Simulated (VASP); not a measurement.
NbH2:

```
Nb H
1.0
     3.22653    0.00000    0.00000
     1.61326    2.79426    0.00000
     1.61326    0.93142    2.63445
Nb H
1 2
Direct
  0.00000 0.00000 0.00000
  0.25000 0.25000 0.25000
  0.75000 0.75000 0.75000
```

| Quantity | Value |
| --- | --- |
| Program | VASP 6.6.1 |
| Task | relaxation of volume and atoms at fixed shape |
| Functional | LDA |
| Potentials or basis | VASP PAW LDA potentials, release 64 (Nb_sv, H) |
| Cutoff | 600 eV |
| k mesh | 8 × 8 × 8 |
| Occupations | methfessel-paxton, width 0.1 eV |
| Spin | no spin polarisation |

At the start: pressure -8.1 GPa; volume 7.92 Å³/atom.

Task: How do energy, volume and symmetry change on relaxing?

Result: Over 3 steps the energy falls by 9.0 meV/atom and the volume is 7.57 Å³/atom (-4.3 %); space group Fm-3m (No. 225, to 0.05 Å).

The path:
| step | energy change (eV) | largest force (eV/Å) | pressure (GPa) | volume (Å³) |
| --- | --- | --- | --- | --- |
| 1 | 0.0000 | 0.0000 | -8.09 | 23.75 |
| 2 | -0.0240 | 0.0000 | 2.91 | 22.40 |
| 3 | -0.0269 | 0.0000 | 0.00 | 22.72 |

Final structure:
```cif
data_structure
_symmetry_space_group_name_H-M 'P 1'
_symmetry_Int_Tables_number 1
_cell_length_a 3.1793
_cell_length_b 3.1793
_cell_length_c 3.1793
_cell_angle_alpha 60.000
_cell_angle_beta 60.000
_cell_angle_gamma 60.000
_cell_volume 22.72
loop_
_atom_site_label
_atom_site_type_symbol
_atom_site_fract_x
_atom_site_fract_y
_atom_site_fract_z
_atom_site_occupancy
Nb1 Nb 0.00000 0.00000 0.00000 1
H1 H 0.25000 0.25000 0.25000 1
H2 H 0.75000 0.75000 0.75000 1
```
